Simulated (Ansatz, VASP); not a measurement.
Two plane-wave programs on BaTiO3

```
CELL_PARAMETERS angstrom
3.99980 0.00000 0.00000
0.00000 3.99980 0.00000
0.00000 0.00000 4.01800
ATOMIC_POSITIONS crystal
Ba 0.00000 0.00000 0.00000
Ti 0.50000 0.50000 0.49000
O 0.50000 0.50000 0.01900
O 0.50000 0.00000 0.51700
O 0.00000 0.50000 0.51700
```

Alike in both runs: task single point; functional PBE; k mesh 6 × 6 × 6; no spin polarisation; Hubbard terms Ti d U = 8.0 eV.

|  | VASP | Ansatz |
| --- | --- | --- |
| version | VASP 6.6.1 | Ansatz 0.2.0 |
| potentials or method | VASP PAW PBE potentials, release 64 (Ba_sv, Ti_sv, O), cutoff 600 eV | plane waves, PAW |
| occupations | gaussian, width 0.01 eV | fixed |
| valence electrons in the cell | 40 | 40 |

```csv
,VASP,Ansatz,Ansatz less VASP
gap on the k mesh at the Fermi level (eV),2.81,2.96,+0.146
```

The programs project onto different local orbitals, so the same U acts differently, and such runs can settle in different states.

Neither program's run includes spin-orbit coupling.
